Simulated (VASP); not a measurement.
**KCl: single point with PBEsol**

Crystal: KCl.

```
K Cl
1.0
     0.00000    3.15610    3.40859
     3.15610    0.00000    3.40859
     3.15610    3.15610    0.00000
K Cl
1 1
Direct
  0.00000 0.00000 0.00000
  0.50000 0.50000 0.50000
```

This cell differs from its parent crystal: strain +0.000 along x and y, +0.080 along z.

- Program: VASP 6.6.1
- Task: single point
- Functional: PBEsol
- Potentials or basis: VASP PAW PBE potentials, release 64 (K_sv, Cl)
- Cutoff: 520 eV
- k mesh: 6 × 6 × 6
- Occupations: gaussian, width 0.05 eV
- Spin: no spin polarisation
- Dipole correction: no
- Further INCAR settings: ALGO = Normal; EDIFF = 1e-06; NBANDS = 15

- Pressure: -1.3 GPa
- Band gap on the k mesh: 4.75 eV, direct

Stress tensor (GPa, compression positive):
```
-0.90  0.00  0.00
 0.00 -0.90  0.00
 0.00  0.00 -2.11
```

Levels at points of the mesh, in eV from the valence-band top:
| k point | band 6 | band 7 | band 8 | band 9 | band 10 | band 11 |
| --- | --- | --- | --- | --- | --- | --- |
| (0.00, 0.00, 0.00) | -0.02 | 0.00 | 0.00 | 4.75 | 7.95 | 8.42 |
| (0.50, 0.00, 0.00) | -0.96 | -0.29 | -0.28 | 7.18 | 8.13 | 10.15 |
| (0.50, 0.50, 0.00) | -0.66 | -0.17 | -0.17 | 6.53 | 7.80 | 9.09 |
| (0.50, 0.00, 0.50) | -0.59 | -0.26 | -0.22 | 6.45 | 7.90 | 9.57 |

Wall time 26 s on 1 thread of Intel(R) Xeon(R) Platinum 8488C (Sapphire Rapids), on a shared host, peak memory 0.2 GiB.

Caveat: the cell differs from its parent crystal (strain +0.000 along x and y, +0.080 along z); the PAW data sets were made with another functional, which shifts forces and pressure a little.
